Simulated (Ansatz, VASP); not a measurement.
One calculation of AlN, two programs

```xyz
4
Lattice="0.0000 -2.0353 -2.0353 0.0000 2.0353 -2.0353 4.0706 0.0000 0.0000" Properties=species:S:1:pos:R:3 pbc="T T T"
Al    0.0001    0.0000   -2.0353
Al    2.0353    0.0000    0.0000
N     2.0045    0.0000   -2.0353
N     0.0308    2.0353   -2.0353
```

Change from the starting cell: mode 10 frozen in at +0.000 Å and mode 12 at -0.031 Å (largest displacements).

Alike in both runs: task single point; functional PBE; k mesh 8 × 8 × 6; occupations gaussian, width 0.05 eV; no spin polarisation.

```csv
,VASP,Ansatz
version,VASP 6.6.1,Ansatz 0.2.0
potentials or method,"VASP PAW PBE potentials, release 64 (Al, N), cutoff 600 eV","scalar-relativistic, plane waves, PAW"
valence electrons in the cell,16,16
```

|  | VASP | Ansatz | Ansatz less VASP |
| --- | --- | --- | --- |
| gap on the k mesh at the Fermi level (eV) | 4.40 | 4.43 | +0.022 |
| least direct gap on the mesh (eV) | 4.43 | 4.45 | +0.022 |
| pressure (GPa) | -0.2 | 0.2 | +0.43 |
| traceless stress, the component that is largest in VASP (GPa) | 0.21 | 0.21 | 0.000 |
| rms of the force components (eV/Å) | 0.318 | 0.317 | -0.0011 |

Atom by atom the forces differ by 0.001 eV/Å (rms over components).
